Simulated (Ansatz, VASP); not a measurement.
## One calculation of SnTe, two programs

```
Sn Te
1.0
     0.00000    3.15650    3.25120
     3.15650    0.00000    3.25120
     3.15650    3.15650    0.00000
Sn Te
1 1
Direct
  0.00000 0.00000 0.00000
  0.50000 0.50000 0.50000
```

Change from the starting cell: strain +0.000 along x and y, +0.030 along z, atoms carried along.

Alike in both runs: task single point; functional PBE; k mesh 10 × 10 × 10; occupations gaussian, width 0.03 eV; no spin polarisation.

|  | VASP | Ansatz |
| --- | --- | --- |
| version | VASP 6.6.1 | Ansatz 0.2.0 |
| potentials or method | VASP PAW PBE potentials, release 64 (Sn_d, Te), cutoff 520 eV | scalar-relativistic, plane waves, PAW |
| valence electrons in the cell | 20 | 30 |

```tsv
	VASP	Ansatz	Ansatz less VASP
gap on the k mesh at the Fermi level (eV)	0.04	0.04	-0.001
least direct gap on the mesh (eV)	0.04	0.04	-0.001
pressure (GPa)	0.7	0.8	+0.07
traceless stress, the component that is largest in VASP (GPa)	-2.19	-2.19	+0.002
```

VASP's potentials hold 20 valence electrons a cell and Ansatz's 30, so a difference there can come from the potentials and not from the codes.

Spin-orbit coupling is off throughout.
